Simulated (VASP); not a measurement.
# WC in VASP: a series of runs

WC is run at these levels: PBEsol; tasks: single point.

Program: VASP 6.6.1. These are calculated values, not measurements. Logs are shortened: lines on timing, memory, paths and dates and some standing lists are left out, and cuts for length are marked.

### 1 The cell of the first run

The cell holds a slab with vacuum, 8 atoms: a = 2.898 Å, b = 4.049 Å, c = 22.944 Å, α = 90.00°, β = 90.00°, γ = 110.97°.

### 2 Single point, PBEsol

File INCAR:

```
SYSTEM = WC
  PREC = Accurate
  ENCUT = 520
  EDIFF = 1E-7
  ISMEAR = 0
  SIGMA = 0.1
  LREAL = .FALSE.
  LASPH = .TRUE.
  NELM = 60
  ALGO = Normal
  ISIF = 2
  LWAVE = .FALSE.
  LCHARG = .FALSE.
  LDIPOL = .TRUE.
  IDIPOL = 3
  DIPOL = 0.5 0.5 0.500
  GGA = PS
  ISYM = 0
  NBANDS = 46
```

File KPOINTS:

```
regular mesh
0
G
  11 8 1
  0 0 0
```

File POSCAR:

```
WC
1.0
    2.8984136670      0.0000000000      0.0000000000
   -1.4492068335      3.7810038900      0.0000000000
    0.0000000000      0.0000000000     22.9443726624
W C
4 4
Direct
    0.7203625337      0.4407250673      0.3704612074
    0.4407250674      0.8814501347      0.4522751817
    0.1607059434      0.3219466709      0.5346930363
    0.8761111192      0.7529317892      0.6149475143
    0.0070896226      0.0141792452      0.3840968698
    0.7274521563      0.4549043126      0.4659108441
    0.4450950932      0.8910281238      0.5472007805
    0.1807008640      0.3617820835      0.6271516995
```

Potentials or basis: VASP PAW PBE potentials, release 64 (W_sv, C).

On the command line:

```console
cat potpaw_PBE.64/W_sv/POTCAR potpaw_PBE.64/C/POTCAR > POTCAR
mpirun -np 1 vasp_std > vasp.out
```

OUTCAR:

```text
SYSTEM = WC
   PREC = Accurate
   ENCUT = 520
   EDIFF = 1E-7
   ISMEAR = 0
   LREAL = .FALSE.
   LASPH = .TRUE.
   NELM = 60
   ISIF = 2
   GGA = PS
   ISYM = 0

 ion  position               nearest neighbor table
   1  0.720  0.441  0.370-   5 2.19   5 2.19   5 2.19   6 2.19   2 2.83   2 2.90   2 2.90
   2  0.441  0.881  0.452-   7 2.18   6 2.19   5 2.19   6 2.19   6 2.19   5 2.19   1 2.83   3 2.84
                             1 2.90   1 2.90   3 2.91   3 2.91
   3  0.161  0.322  0.535-   8 2.13   7 2.17   7 2.20   7 2.20   6 2.20   6 2.20   4 2.83   2 2.84
                             4 2.85   4 2.85   2 2.91   2 2.91
   4  0.876  0.753  0.615-   8 2.09   8 2.09   7 2.19   7 2.19   8 2.32   3 2.83   3 2.85   3 2.85

   5  0.007  0.014  0.384-   1 2.19   2 2.19   1 2.19   1 2.19   2 2.19
   6  0.727  0.455  0.466-   2 2.19   2 2.19   2 2.19   1 2.19   3 2.20   3 2.20
   7  0.445  0.891  0.547-   3 2.17   2 2.18   4 2.19   4 2.19   3 2.20   3 2.20
   8  0.181  0.362  0.627-   4 2.09   4 2.09   3 2.13   4 2.32

IMPORTANT INFORMATION: All symmetrisations will be switched off!
NOSYMM: (Re-)initialisation of all symmetry stuff for point group C_1.

----------------------------------------------------------------------------------------

                                     Primitive cell

  volume of cell :     251.4454

  direct lattice vectors                    reciprocal lattice vectors
     2.898413667  0.000000000  0.000000000     0.345016314  0.132240012  0.000000000
    -1.449206833  3.781003890  0.000000000     0.000000000  0.264480024  0.000000000
     0.000000000  0.000000000 22.944372662     0.000000000  0.000000000  0.043583671

  length of vectors
     2.898413667  4.049221019 22.944372662     0.369491106  0.264480024  0.043583671

  position of ions in fractional coordinates (direct lattice)
     0.720362534  0.440725067  0.370461207
     0.440725067  0.881450135  0.452275182
     0.160705943  0.321946671  0.534693036
     0.876111119  0.752931789  0.614947514
     0.007089623  0.014179245  0.384096870
     0.727452156  0.454904313  0.465910844
     0.445095093  0.891028124  0.547200780
     0.180700864  0.361782084  0.627151699

  ion indices of the primitive-cell ions
   primitive index   ion index
                 1           1
                 2           2
                 3           3
                 4           4
                 5           5
                 6           6
                 7           7
                 8           8

----------------------------------------------------------------------------------------

 KPOINTS: regular mesh

Automatic generation of k-mesh.
 Grid dimensions read from file:
 generate k-points for:   11    8    1

 Generating k-lattice:

  Cartesian coordinates                     Fractional coordinates (reciprocal lattice)
     0.031365119  0.012021819  0.000000000     0.090909091  0.000000000  0.000000000
     0.000000000  0.033060003  0.000000000     0.000000000  0.125000000  0.000000000
     0.000000000  0.000000000  0.043583671     0.000000000  0.000000000  1.000000000

  Length of vectors
     0.033590101  0.033060003  0.043583671

  Shift w.r.t. Gamma in fractional coordinates (k-lattice)
     0.000000000  0.000000000  0.000000000

 -----------------------------------------------------------------------------
|                                                                             |
|           W    W    AA    RRRRR   N    N  II  N    N   GGGG   !!!           |
|           W    W   A  A   R    R  NN   N  II  NN   N  G    G  !!!           |
|           W    W  A    A  R    R  N N  N  II  N N  N  G       !!!           |
|           W WW W  AAAAAA  RRRRR   N  N N  II  N  N N  G  GGG   !            |
|           WW  WW  A    A  R   R   N   NN  II  N   NN  G    G                |
|           W    W  A    A  R    R  N    N  II  N    N   GGGG   !!!           |
|                                                                             |
|     Your reciprocal lattice and k-lattice belong to different lattice       |
|     classes:                                                                |
|                                                                             |
|        The reciprocal lattice is base centered orthorhombic,                |
|        whereas your k-lattice is simple monoclinic.                         |
|                                                                             |
|     Results are often still useful ...                                      |
|                                                                             |
 -----------------------------------------------------------------------------

 WARNING: IBZKPT: internal override: KBLOWUP is changed to .FALSE.
      ... skipping the blow-up phase ...

 Subroutine IBZKPT returns following result:
 ===========================================

 Found     45 irreducible k-points:

 Following reciprocal coordinates:
            Coordinates               Weight
  0.000000  0.000000  0.000000      1.000000
  0.090909 -0.000000  0.000000      2.000000
  0.181818  0.000000  0.000000      2.000000
  0.272727 -0.000000  0.000000      2.000000
  0.363636  0.000000  0.000000      2.000000
  0.454545 -0.000000  0.000000      2.000000
[... 16 lines left out ...]
  0.454545  0.250000  0.000000      2.000000
 -0.454545  0.250000  0.000000      2.000000
 [... further k-points ...]
   k-points           NKPTS =     45   k-points in BZ     NKDIM =     45   number of bands    NBANDS=     46
   number of dos      NEDOS =    301   number of ions     NIONS =      8
   total plane-waves  NPLWV = 129600
   dimension x,y,z NGX =    24 NGY =   30 NGZ =  180
   dimension x,y,z NGXF=    48 NGYF=   60 NGZF=  360
   ions per type =               4   4
   NGX,Y,Z   is equivalent  to a cutoff of  13.77, 12.32, 13.04 a.u.
   NGXF,Y,Z  is equivalent  to a cutoff of  27.53, 24.63, 26.08 a.u.
 SYSTEM =  WC
   PREC   = accura    normal or accurate (medium, high low for compatibility)
   ISTART =      0    job   : 0-new  1-cont  2-samecut
   ICHARG =      2    charge: 1-file 2-atom 10-const
   ISPIN  =      1    spin polarized calculation?
   LNONCOLLINEAR =      F non collinear calculations
   LSORBIT =      F    spin-orbit coupling
   LASPH  =      T    aspherical Exc in radial PAW
   ENCUT  =  520.0 eV  38.22 Ry    6.18 a.u.   5.39  7.53 42.66*2*pi/ulx,y,z
   NELM   =     60;   NELMIN=  2; NELMDL= -5     # of ELM steps
   EDIFF  = 0.1E-06   stopping-criterion for ELM
   LREAL  =      F    real-space projection
   EDIFFG = 0.1E-05   stopping-criterion for IOM
   NSW    =      0    number of steps for IOM
   IBRION =     -1    ionic relax: 0-MD 1-quasi-New 2-CG
   NFREE  =      0    steps in history (QN), initial steepest desc. (CG)
   ISIF   =      2    stress and relaxation
   ISYM   =      0    0-nonsym 1-usesym 2-fastsym
   POTIM  = 0.5000    time-step for ionic-motion
   TEBEG  =    0.0;   TEEND  =   0.0 temperature during run
   PSTRESS=    0.0 pullay stress
   NELECT =      72.0000    total number of electrons
   NUPDOWN=      -1.0000    fix difference up-down
   EMIN   =  10.00;   EMAX   =-10.00  energy-range for DOS
   EFERMI =   0.00;   METHOD = LEGACY
   ISMEAR =     0;   SIGMA  =   0.10  broadening in eV -4-tet -1-fermi 0-gaus
   EFERMI_NEDOS =   21; number of points for ismear=-14 and -15
   IALGO  =     38    algorithm
   IMIX   =      4    mixing-type and parameters
     AMIX     =   0.40;   BMIX     =  1.00
     AMIX_MAG =   1.60;   BMIX_MAG =  1.00
  volume/ion in A,a.u.               =      31.43       212.10
  Fermi-wavevector in a.u.,A,eV,Ry     =   1.079041  2.039091 15.841651  1.164329
  Thomas-Fermi vector in A             =   2.214995
   LORBIT       =      0    0 simple, 1 ext, 2 COOP (PROOUT), +10 PAW based schemes
   GGA     = PS    functional components
   LHFCALC =     F    Hartree Fock is set to
   AEXX    =    0.0000 exact exchange contribution
   IVDW    =     0    specifies the selected vdW correction
   LEPSILON=     F    determine dielectric tensor
   LRPA    =     F    only Hartree local field effects (RPA)
 non-spin polarized calculation
 Gauss-broadening in eV      SIGMA  =   0.10
  energy-cutoff  :      520.00
  volume of cell :      251.45
 maximum number of plane-waves:      6839
 NGX is ok and might be reduce to    24

 dipolmoment           0.000000      0.000000     -0.292647 electrons x Angstroem

 number of electron      72.0000002 magnetization

 dipolmoment           0.000000      0.000000      0.019182 electrons x Angstroem

 Free energy of the ion-electron system (eV)
  ---------------------------------------------------
  ext. energy  EPLUGINS =         0.00000000
  ---------------------------------------------------
  free energy    TOTEN  =       -89.72079624 eV

  energy without entropy =      -89.70244878  energy(sigma->0) =      -89.71162251

 E-fermi :   0.7869     XC(G=0):  -5.5146

 val. band max:        0.7761104718   @ k =  -0.4545   0.1250   0.0000
 cond. band min:       0.7953492603   @ k =   0.2727   0.3750   0.0000
 fundamental gap:      0.0192387885
 Fermi energy:         0.7868691580

 k-point     1 :       0.0000    0.0000    0.0000
  band No.  band energies     occupation
      1     -73.4960      2.00000
      2     -73.3892      2.00000
      3     -73.3098      2.00000
      4     -73.1864      2.00000
      5     -38.0148      2.00000
      6     -37.9125      2.00000
[... 38 lines left out ...]
     45       4.7917      0.00000
     46       5.1124      0.00000
[... 1086 lines left out ...]
      6     -38.0103      2.00000
[... 38 lines left out ...]
     45       5.4884      0.00000
     46       5.9788      0.00000

 [... further k-points ...]

------------------------ aborting loop because EDIFF is reached ----------------------------------------

 vacuum level on the upper side and lower side of the slab       (xc-potential included)         0.058        -0.258

  FORCE on cell =-STRESS in cart. coord.  units (eV):
  Direction    XX          YY          ZZ          XY          YZ          ZX
  --------------------------------------------------------------------------------------
  -------------------------------------------------------------------------------------
  Total       -3.2098078    -12.2157414     -2.7385451     -0.0223855      0.1956320      0.0012548
  in kB      -20.4524781    -77.8371152    -17.4496530     -0.1426374      1.2465418      0.0079954
  external PRESSURE =     -38.5797487 kB  Pullay stress =       0.0000000 kB

 VOLUME and BASIS-vectors are now :
 -----------------------------------------------------------------------------
  energy-cutoff  :      520.00
  volume of cell :      251.45
      direct lattice vectors                 reciprocal lattice vectors
     2.898413667  0.000000000  0.000000000     0.345016314  0.132240012  0.000000000
    -1.449206833  3.781003890  0.000000000     0.000000000  0.264480024  0.000000000
     0.000000000  0.000000000 22.944372662     0.000000000  0.000000000  0.043583671

 POSITION                                       TOTAL-FORCE (eV/Angst)
 -----------------------------------------------------------------------------------
      1.44921      1.66638      8.50000         0.013386     -0.228235      1.752510
      0.00000      3.33277     10.37717         0.003147      0.056261     -0.616127
     -0.00078      1.21728     12.26820        -0.000559     -0.020271     -0.007792
      1.44818      2.84684     14.10958         0.000173      0.021382      0.046351
      0.00000      0.05361      8.81286        -0.015955      0.103090     -0.336856
      1.44921      1.71999     10.69003        -0.001472      0.096278     -0.890917
     -0.00121      3.36898     12.55518         0.001536      0.015296      0.006690
     -0.00055      1.36790     14.38960        -0.000258     -0.043801      0.046141
 -----------------------------------------------------------------------------------
    total drift:                                0.000128      0.000457      0.000189

  FREE ENERGIE OF THE ION-ELECTRON SYSTEM (eV)
  ---------------------------------------------------
  free  energy   TOTEN  =       -89.7207962426 eV

  energy  without entropy=      -89.7024487770  energy(sigma->0) =      -89.71162251

 vacuum level on the upper side and lower side of the slab         5.254         4.930
```

It took 13 min on 1 thread of Intel Xeon Platinum 8488C (Sapphire Rapids), shared host; peak memory 0.59 GiB.

Results:

```yaml
Free_energy: -89.7208 eV
Largest_force: 1.767 eV/Å
Band_gap_on_the_k_mesh: zero (bands 36 and 37 overlap by 0.97 eV)
```

Forces in eV/Å, atoms in the order of the input:
```
W    0.013 -0.228  1.753
W    0.003  0.056 -0.616
W   -0.001 -0.020 -0.008
W    0.000  0.021  0.046
C   -0.016  0.103 -0.337
C   -0.001  0.096 -0.891
C    0.002  0.015  0.007
C    0.000 -0.044  0.046
```

Caveat: the PAW data sets were made with another functional, which shifts forces and pressure a little; spin-orbit coupling is left out, which moves the levels of the heavy elements.

### 3 Single point, PBEsol

This run uses another cell than the first one: it holds 12 atoms, not 8.

File INCAR:

```
SYSTEM = WC
PREC     = Accurate       ! precision mode
ENCUT    = 520            ! plane-wave cutoff, eV
EDIFF    = 1E-7           ! SCF threshold, eV
ISMEAR   = 0              ! smearing method
SIGMA    = 0.1            ! smearing width, eV
LREAL    = .False.        ! projectors in reciprocal space
LASPH    = .True.         ! aspherical terms in the spheres
NELM     = 80             ! most SCF steps
ALGO     = Fast           ! electronic algorithm
ISIF     = 2              ! what is computed and relaxed
LWAVE    = .False.        ! write WAVECAR
LCHARG   = .True.         ! write CHGCAR
LDIPOL   = .True.       
IDIPOL   = 3            
DIPOL    = 0.5 0.5 0.500
GGA      = PS             ! functional
LELF     = .True.         ! ELF
LVHAR    = .True.       
LVACPOTAV= .True.       
ISYM     = 0            
NBANDS   = 66             ! bands
```

File KPOINTS:

```
regular mesh
0
Gamma
  13 9 1
  0 0 0
```

File POSCAR:

```
WC
1.0
    2.8984136663      0.0000000000      0.0000000000
   -1.4492068332      3.7810038899      0.0000000000
    0.0000000000      0.0000000000     25.9501601670
C W
6 6
Direct
    0.2867270889      0.5734541779      0.2890155572
    0.0070896225      0.0141792450      0.3613530804
    0.7274521561      0.4549043121      0.4336906037
    0.4478146896      0.8956293793      0.5060281269
    0.1681772232      0.3363544464      0.5783656502
    0.8885397568      0.7770795136      0.6507031734
    0.7203625336      0.4407250671      0.3492968266
    0.4407250671      0.8814501343      0.4216343498
    0.1610876007      0.3221752014      0.4939718731
    0.8814501343      0.7629002686      0.5663093963
    0.6018126679      0.2036253357      0.6386469196
    0.3221752014      0.6443504029      0.7109844428
```

Potentials or basis: VASP PAW PBE potentials, release 64 (C, W_sv).

On the command line:

```console
cat potpaw_PBE.64/C/POTCAR potpaw_PBE.64/W_sv/POTCAR > POTCAR
mpirun -np 1 vasp_std > vasp.out
```

Run time: 79 min. Hardware: 1 thread of Oxide Virtual Turin-like, shared host; peak memory 0.86 GiB.

The run converged. Its results:

- Free energy: -133.2510 eV
- Largest force: 3.881 eV/Å
- Band gap on the k mesh: zero (bands 54 and 55 overlap by 0.24 eV)

Forces on the atoms (eV/Å):
```
C   -0.002 -1.223  3.394
C   -0.001 -0.374  0.737
C    0.001 -0.607  0.370
C   -0.002 -0.156  0.139
C   -0.003 -0.290  0.249
C    0.000 -0.370  0.905
W    0.003  1.494 -3.582
W    0.000  0.458 -1.060
W    0.003  0.409 -0.060
W    0.003  0.229 -0.127
W   -0.001  0.380  0.432
W    0.000  0.051 -1.397
```

Levels at points of the mesh, in eV from the Fermi level:
| k point | band 50 | band 51 | band 52 | band 53 | band 54 | band 55 | band 56 | band 57 | band 58 | band 59 |
| --- | --- | --- | --- | --- | --- | --- | --- | --- | --- | --- |
| (0.00, 0.00, 0.00) | -1.01 | -0.87 | -0.58 | -0.17 | -0.16 | 0.23 | 0.64 | 0.97 | 1.47 | 2.01 |

Caveat: the PAW data sets were made with another functional, which shifts forces and pressure a little; spin-orbit coupling is left out, which moves the levels of the heavy elements.
